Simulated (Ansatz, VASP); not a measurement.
LaHg3N2 in VASP and in Ansatz

File INCAR:

```
ALGO = Normal
EDIFF = 1E-6
ENCUT = 520
GGA = PE
ISIF = 2
ISMEAR = 0
LASPH = True
LCHARG = False
LREAL = False
LWAVE = False
NBANDS = 38
NELM = 80
PREC = Accurate
SIGMA = 0.1
```

The input KPOINTS:

```
k-points
0
Gamma
  6 6 2
```

Contents of POSCAR:

```
LaHg3N2
1.0
    3.7031794800      0.0000000000      0.0000000000
    0.0000000000      3.7031794800      0.0000000000
    0.0000000000      0.0000000000      8.3056853800
La Hg N
1 3 2
Direct
    0.5000000000      0.5000000000      0.0000000000
    0.5000000000      0.0000000000      0.3861632900
    0.0000000000      0.5000000000      0.6138367100
    0.0000000000      0.0000000000      0.0000000000
    0.5000000000      0.0000000000      0.7344790700
    0.0000000000      0.5000000000      0.2655209300
```

Input for Ansatz:

```yaml
crystal:
  lattice:
    - [3.70317948, 0.0, 0.0]
    - [0.0, 3.70317948, 0.0]
    - [0.0, 0.0, 8.30568538]
  atoms:
    - { symbol: La, position: [0.5, 0.5, 0.0] }
    - { symbol: Hg, position: [0.5, 0.0, 0.38616329] }
    - { symbol: Hg, position: [0.0, 0.5, 0.61383671] }
    - { symbol: Hg, position: [0.0, 0.0, 0.0] }
    - { symbol: "N", position: [0.5, 0.0, 0.73447907] }
    - { symbol: "N", position: [0.0, 0.5, 0.26552093] }
basis:
  ecutwfc: 420
kpoints:
  mp_grid: { grid: [6, 6, 2] }
hamiltonian:
  xc: pbe
scf:
  occupations: { method: gaussian, width: 0.1 }
  lower_state_search: "off"
output:
  forces: true
  stress: true
  eigenvalues: true
```

Change from the starting cell: species swapped into the Hf2SiAs3 type (P-4m2, No. 115).

Alike in both runs: task single point; functional PBE; k mesh 6 × 6 × 2; occupations gaussian, width 0.1 eV; no spin polarisation.

|  | VASP | Ansatz |
| --- | --- | --- |
| version | VASP 6.6.1 | Ansatz 0.2.0 |
| potentials or method | VASP PAW PBE potentials, release 64 (La, Hg, N), cutoff 520 eV | scalar-relativistic, plane waves, PAW |
| valence electrons in the cell | 57 | 81 |

Ansatz gave:

| Quantity | Value |
| --- | --- |
| gap on the k mesh at the Fermi level (eV) | none |
| pressure (GPa) | 11.5 |
| traceless stress, the component that is largest in VASP (GPa) | -26.80 |
| rms of the force components (eV/Å) | 0.257 |

Problem. Which values does VASP return?

Solution. gap on the k mesh at the Fermi level (eV): none; pressure (GPa): 12.1; traceless stress, the component that is largest in VASP (GPa): -27.25; rms of the force components (eV/Å): 0.261.

Atom by atom the forces differ by 0.004 eV/Å (rms over components). A gap of «none» marks a metal or a gap that the smearing closes. VASP's potentials hold 57 valence electrons a cell and Ansatz's 81, so a difference there can come from the potentials and not from the codes.

The k mesh is coarse, so the values compare programs but aren't converged. Neither program's run includes spin-orbit coupling.
